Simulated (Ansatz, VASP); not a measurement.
## IrRh2: VASP beside Ansatz

```
CELL_PARAMETERS angstrom
2.72646 0.00000 0.00000
-1.36323 2.36118 0.00000
0.00000 0.00000 6.62476
ATOMIC_POSITIONS crystal
Ir 0.00000 0.00000 0.50000
Rh 0.66667 0.33333 0.83163
Rh 0.33333 0.66667 0.16837
```

Alike in both runs: functional PBE; k mesh 6 × 6 × 4; occupations gaussian, width 0.1 eV; no spin polarisation.

Ansatz relaxed the structure, and its values are those at the end. VASP's run is a single point on that final structure, the one shown.

|  | VASP | Ansatz |
| --- | --- | --- |
| version | VASP 6.6.1 | Ansatz 0.2.0 |
| potentials or method | VASP PAW PBE potentials, release 64 (Ir, Rh_pv), cutoff 520 eV | scalar-relativistic, plane waves, PAW |
| valence electrons in the cell | 39 | 51 |

VASP gave:

| Quantity | Value |
| --- | --- |
| gap on the k mesh at the Fermi level (eV) | none |
| pressure (GPa) | 0.1 |
| rms of the force components (eV/Å) | 0.005 |

Task: What did Ansatz give for the same quantities?

Result: gap on the k mesh at the Fermi level (eV): none; pressure (GPa): -0.1; rms of the force components (eV/Å): 0.008.

A gap of «none» marks a metal or a gap that the smearing closes. VASP's potentials hold 39 valence electrons a cell and Ansatz's 51, so a difference there can come from the potentials and not from the codes.

The k mesh is coarse, so the values compare programs but aren't converged. Neither program's run includes spin-orbit coupling.
